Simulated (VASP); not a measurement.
A run of VASP 6.6.1:

INCAR

```
  PREC = Accurate
  ENCUT = 520
  EDIFF = 1E-6
  ISMEAR = 0
  SIGMA = 0.05
  LREAL = F
  LASPH = T
  NELM = 100
  ALGO = Normal
  ISIF = 2
  LWAVE = F
  LCHARG = F
  GGA = PE
  NBANDS = 11
```

Contents of KPOINTS:

```
Automatic mesh
0
Gamma
  12 12 12
```

File POSCAR:

```
SiC
1.0
    0.0000000000      2.0607410096      2.4728892115
    2.0607410096      0.0000000000      2.4728892115
    2.0607410096      2.0607410096      0.0000000000
Si C
1 1
Direct
    0.0000000000      0.0000000000      0.0000000000
    0.7500000000      0.7500000000      0.7500000000
```

Potentials or basis: VASP PAW PBE potentials, release 64 (Si, C).

The run is started by

```console
$ cat potpaw_PBE.64/Si/POTCAR potpaw_PBE.64/C/POTCAR > POTCAR
$ mpirun -np 1 vasp_std > vasp.out
```

Hardware: 1 thread of Intel(R) Xeon(R) 6975P-C (Granite Rapids), with other jobs on the host.

Problem. Estimate the wall time of this run.

Solution. Wall time 9.3 s on 1 thread of Intel(R) Xeon(R) 6975P-C (Granite Rapids), on a shared host, peak memory 0.15 GiB. Counts: scf iterations 12, k points 163.
